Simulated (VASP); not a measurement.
Set up this calculation in VASP 6.6.1, as the native input.

```yaml
Task: single point
Functional: PBE
Potentials_or_basis: VASP PAW PBE potentials, release 64 (Ga_d, O)
Cutoff: 520 eV
k_mesh: 8 × 8 × 8
Occupations: gaussian, width 0.1 eV
Spin: no spin polarisation
Dipole_correction: no
Further_INCAR_settings: ALGO = Normal; EDIFF = 1e-07; NBANDS = 24
```

The structure of GaO3 lies in POSCAR:

```
GaO3
1.0
   -1.6533842626      1.6533842626      3.6932739372
    1.6533842626     -1.6533842626      3.6932739372
    1.6533842626      1.6533842626     -3.6932739372
Ga O
1 3
Direct
    0.0000000000      0.0000000000      0.0000000000
    0.5000000000      0.5000000000      0.0000000000
    0.2500000000      0.7500000000      0.5000000000
    0.7500000000      0.2500000000      0.5000000000
```

These files were run (other wordings do the same):

INCAR

```
SYSTEM = GaO3
ALGO = Normal
EDIFF = 1E-7
ENCUT = 520
GGA = PE
ISIF = 2
ISMEAR = 0
LASPH = .True.
LCHARG = .True.
LELF = .True.
LREAL = .False.
LVHAR = .True.
LWAVE = .False.
NBANDS = 24
NELM = 60
PREC = Accurate
SIGMA = 0.1
```

KPOINTS

```
k-points
0
Gamma
  8 8 8
  0 0 0
```

Potentials or basis: VASP PAW PBE potentials, release 64 (Ga_d, O).

Command:

```bash
$ cat potpaw_PBE.64/Ga_d/POTCAR potpaw_PBE.64/O/POTCAR > POTCAR
$ mpirun -np 1 vasp_std > vasp.out
```

It gave:

```yaml
Pressure: -17.1 GPa
Band_gap_on_the_k_mesh: zero (an odd number of electrons rules out a gap without spin polarisation)
```

Caveat: the cell stands under tension; an odd number of electrons without spin polarisation forces a metal; a magnetic or distorted state may lie lower.

Run time: 2.5 min on 1 thread of Intel Xeon 8259CL, with other jobs on the host, peak memory 0.23 GiB.
